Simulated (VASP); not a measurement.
HfNb2O7: single point with PBE

The system is HfNb2O7.

```
Hf O Nb
1.0
     6.40076    0.19280   -0.05257
     0.19280    6.70531   -0.09138
    -0.05257   -0.09138    6.56384
Hf O Nb
2 14 4
Cartesian
  1.7177 4.4563 0.2168
  6.5768 1.5374 2.0756
  6.1319 4.5733 5.9918
  3.3165 0.8486 6.0317
  6.3778 3.2901 3.7028
  2.7061 1.1727 3.2036
  4.5523 5.3670 3.2395
  3.1160 5.9542 0.8937
  0.5724 5.5437 1.8919
  7.0160 0.5476 3.6128
  1.7530 2.9688 1.7045
  4.5733 3.3385 1.2393
  4.8233 0.8440 1.7195
  0.7576 0.9885 6.9191
  2.1551 3.0136 5.7078
  1.6967 5.3374 4.9097
  4.9498 5.1108 1.0496
  3.0874 1.5562 1.2433
  1.8609 1.0786 4.8291
  6.3647 5.0891 3.9117
```

* Program: VASP 6.6.1
* Task: single point
* Functional: PBE
* Potentials or basis: VASP PAW PBE potentials, release 64 (Hf_pv, O, Nb_sv)
* Cutoff: 520 eV
* k mesh: 1 × 1 × 1
* Occupations: fermi-dirac, width 0.2361 eV
* Spin: no spin polarisation

| Property | Result |
| --- | --- |
| Pressure | -0.6 GPa |
| Largest force | 6.165 eV/Å |
| Band gap on the k mesh | 2.22 eV |

Forces on the atoms (eV/Å):
```
Hf  -1.982  4.804  1.796
Hf  -0.626  2.391 -1.122
O   -2.563  1.004  1.354
O    0.886 -0.271 -1.028
O    0.596 -0.476 -1.451
O    0.794  0.966 -0.403
O    2.777 -0.293 -0.624
O    2.267 -2.081  0.396
O   -2.454 -2.168 -0.570
O   -2.908 -1.496  2.829
O    0.787 -0.498  0.261
O   -1.022  0.427 -0.453
O   -1.355 -0.176 -0.126
O    1.803 -0.683 -1.705
O    1.184 -5.205 -3.083
O    0.118  1.607  0.034
Nb   0.047  1.262  2.374
Nb   0.415 -0.124 -0.859
Nb   1.207  1.476  2.850
Nb   0.029 -0.464 -0.469
```

Stress tensor (GPa, compression positive):
```
 0.74 -1.07  0.09
-1.07 -2.99 -4.17
 0.09 -4.17  0.39
```

Levels at points of the mesh, in eV from the valence-band top:
| k point | band 75 | band 76 | band 77 | band 78 | band 79 | band 80 | band 81 | band 82 |
| --- | --- | --- | --- | --- | --- | --- | --- | --- |
| (0.00, 0.00, 0.00) | -0.45 | -0.26 | -0.12 | 0.00 | 2.22 | 2.29 | 2.51 | 2.80 |

Wall time 92 s on 1 thread of Intel(R) Xeon(R) Platinum 8259CL CPU @ 2.50GHz (Skylake/Cascade Lake), on a shared host, peak memory 0.32 GiB.

Caveat: the k points lie up to 0.98 Å⁻¹ apart; spin-orbit coupling is left out, which moves the levels of the heavy elements.
